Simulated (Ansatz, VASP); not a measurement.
# Ag4B3: VASP beside Ansatz

INCAR

```
SYSTEM = Ag4B3
ALGO     = Normal         ! electronic algorithm
EDIFF    = 1E-6           ! SCF threshold, eV
ENCUT    = 520            ! plane-wave cutoff, eV
GGA      = PE             ! functional
ISIF     = 2              ! what is computed and relaxed
ISMEAR   = 0              ! smearing method
LASPH    = .True.         ! aspherical terms in the spheres
LCHARG   = .True.         ! write CHGCAR
LELF     = .True.         ! ELF
LREAL    = .False.        ! projectors in reciprocal space
LVHAR    = .True.       
LWAVE    = .False.        ! write WAVECAR
NBANDS   = 36             ! bands
NELM     = 100            ! most SCF steps
PREC     = Accurate       ! precision mode
SIGMA    = 0.1            ! smearing width, eV
```

Contents of KPOINTS:

```
k-points
0
Gamma
  4 4 4
  0 0 0
```

The input POSCAR:

```
Ag4B3
1.0
    4.8259684500      0.0000000000      0.0000000000
    0.0000000000      4.8259684500      0.0000000000
    0.0000000000      0.0000000000      4.8259684500
Ag B
4 3
Direct
    0.7237776700      0.2762223300      0.2762223300
    0.2762223300      0.7237776700      0.2762223300
    0.2762223300      0.2762223300      0.7237776700
    0.7237776700      0.7237776700      0.7237776700
    0.0000000000      0.0000000000      0.5000000000
    0.5000000000      0.0000000000      0.0000000000
    0.0000000000      0.5000000000      0.0000000000
```

Input for Ansatz:

```yaml
crystal:
  lattice:
    - [4.82596845, 0.0, 0.0]
    - [0.0, 4.82596845, 0.0]
    - [0.0, 0.0, 4.82596845]
  atoms:
    - { symbol: Ag, position: [0.72377767, 0.27622233, 0.27622233] }
    - { symbol: Ag, position: [0.27622233, 0.72377767, 0.27622233] }
    - { symbol: Ag, position: [0.27622233, 0.27622233, 0.72377767] }
    - { symbol: Ag, position: [0.72377767, 0.72377767, 0.72377767] }
    - { symbol: B, position: [0.0, 0.0, 0.5] }
    - { symbol: B, position: [0.5, 0.0, 0.0] }
    - { symbol: B, position: [0.0, 0.5, 0.0] }
basis:
  ecutwfc: 420
kpoints:
  mp_grid: { grid: [4, 4, 4] }
hamiltonian:
  xc: pbe
scf:
  occupations: { method: gaussian, width: 0.1 }
  lower_state_search: "off"
output:
  forces: true
  stress: true
  eigenvalues: true
```

Change from the starting cell: species swapped into the Si3As4 type (P-43m, No. 215).

Alike in both runs: task single point; functional PBE; k mesh 4 × 4 × 4; occupations gaussian, width 0.1 eV; no spin polarisation.

|  | VASP | Ansatz |
| --- | --- | --- |
| version | VASP 6.6.1 | Ansatz 0.2.0 |
| potentials or method | VASP PAW PBE potentials, release 64 (Ag, B), cutoff 520 eV | scalar-relativistic, plane waves, PAW |
| valence electrons in the cell | 53 | 85 |

VASP gave:

- gap on the k mesh at the Fermi level (eV): none
- pressure (GPa): 0.0
- rms of the force components (eV/Å): 0.119

**Question.** What did Ansatz give for the same quantities?

**Answer.** gap on the k mesh at the Fermi level (eV): none; pressure (GPa): 0.0; rms of the force components (eV/Å): 0.116.

Atom by atom the forces differ by 0.003 eV/Å (rms over components). A gap of «none» marks a metal or a gap that the smearing closes. VASP's potentials hold 53 valence electrons a cell and Ansatz's 85, so a difference there can come from the potentials and not from the codes.
